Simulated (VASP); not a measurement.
A run of VASP 6.6.1 is set up as follows.

File INCAR:

```
SYSTEM = Zr
PREC     = Accurate       ! precision mode
ENCUT    = 520            ! plane-wave cutoff, eV
EDIFF    = 1E-6           ! SCF threshold, eV
ISMEAR   = -1             ! smearing method
SIGMA    = 0.06122561905347299 ! smearing width, eV
LREAL    = .False.        ! projectors in reciprocal space
LASPH    = .True.         ! aspherical terms in the spheres
NELM     = 100            ! most SCF steps
ALGO     = Normal         ! electronic algorithm
ISIF     = 2              ! what is computed and relaxed
LWAVE    = .False.        ! write WAVECAR
LCHARG   = .False.        ! write CHGCAR
GGA      = PE             ! functional
NBANDS   = 12             ! bands
```

File KPOINTS:

```
Automatic mesh
0
Gamma
  41 41 41
  0 0 0
```

File POSCAR:

```
Zr
1.0
    0.0000000000      2.2943714165      2.2943714165
    2.2943714165      0.0000000000      2.2943714165
    2.2943714165      2.2943714165      0.0000000000
Zr
1
Direct
    0.0000000000      0.0000000000      0.0000000000
```

Potentials or basis: VASP PAW PBE potentials, release 64 (Zr_sv).

The run is started by

```sh
$ cat potpaw_PBE.64/Zr_sv/POTCAR > POTCAR
$ mpirun -np 1 vasp_std > vasp.out
```

(1) Predict the pressure.

(2) Predict the band gap on the k mesh.

## Answers

(1) -3.4 GPa.

(2) zero (bands 6 and 7 overlap by 1.59 eV).

Caveat: the cell stands under tension.
